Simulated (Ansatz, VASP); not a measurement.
## Two plane-wave programs on PbS

File POSCAR:

```
PbS
1.0
    0.0000000000      2.9680000000      2.9680000000
    2.9680000000      0.0000000000      2.9680000000
    2.9680000000      2.9680000000      0.0000000000
Pb S
1 1
Direct
    0.0000000000      0.0000000000      0.0000000000
    0.5000000000      0.5000000000      0.5000000000
```

File INCAR.step1:

```
ALGO = Normal ; EDIFF = 1E-4
ENCUT = 600 ; GGA = PE
ISMEAR = 0 ; LASPH = True
LCHARG = False ; LREAL = False
LWAVE = True ; NELM = 60
PREC = Accurate ; SIGMA = 0.02
```

INCAR.step2

```
ALGO = Normal ; EDIFF = 1E-6
EDIFFG = -0.002 ; ENCUT = 600
IBRION = 2 ; ISIF = 3
ISMEAR = 0 ; ISTART = 1
LASPH = True ; LCHARG = False
LMIXTAU = True ; LREAL = False
LWAVE = False ; METAGGA = R2SCAN
NELM = 60 ; NSW = 100
PREC = Accurate ; SIGMA = 0.02
```

KPOINTS

```
k-points
0
Gamma
  8 8 8
```

Input for Ansatz:

```yaml
crystal:
  lattice:
    - [0.0, 2.968, 2.968]
    - [2.968, 0.0, 2.968]
    - [2.968, 2.968, 0.0]
  atoms:
    - { symbol: Pb, position: [0.0, 0.0, 0.0] }
    - { symbol: S, position: [0.5, 0.5, 0.5] }
basis:
  ecutwfc: 500
kpoints:
  mp_grid: { grid: [8, 8, 8] }
hamiltonian:
  xc: r2scan
  pseudopotentials: { kind: paw, azcp: { folder: soft_1 } }
scf:
  occupations: { method: gaussian, width: 0.02 }
output:
  forces: true
  stress: true
  eigenvalues: true
  write_density: true
  write_potential: true
  elf: true
  volumetric_format: npy
relax:
  adjacent_minimum: "off"
  f_tol: 0.002
  max_steps: 80
  cell: { stress_tol: 0.02 }
```

Alike in both runs: task relaxation of cell and atoms; functional r2SCAN; k mesh 8 × 8 × 8; occupations gaussian, width 0.02 eV; no spin polarisation.

```csv
,VASP,Ansatz
version,VASP 6.6.1,Ansatz 0.2.0
potentials or method,"VASP PAW PBE potentials, release 64 (Pb_d, S), cutoff 600 eV","scalar-relativistic, plane waves, PAW"
valence electrons in the cell,20,20
```

Ansatz gave:

| Quantity | Value |
| --- | --- |
| gap on the k mesh at the Fermi level, each at its own relaxed structure (eV) | 0.70 |
| relaxed volume (Å³/atom) | 26.66 |
| relaxed cell length with the largest relative difference (Å) | 4.225 |

**Question.** Which values does VASP return?

**Answer.** gap on the k mesh at the Fermi level, each at its own relaxed structure (eV): 0.70; relaxed volume (Å³/atom): 26.67; relaxed cell length with the largest relative difference (Å): 4.225.

VASP's potentials were made for PBE, not for r2SCAN.

Spin-orbit coupling is off throughout.
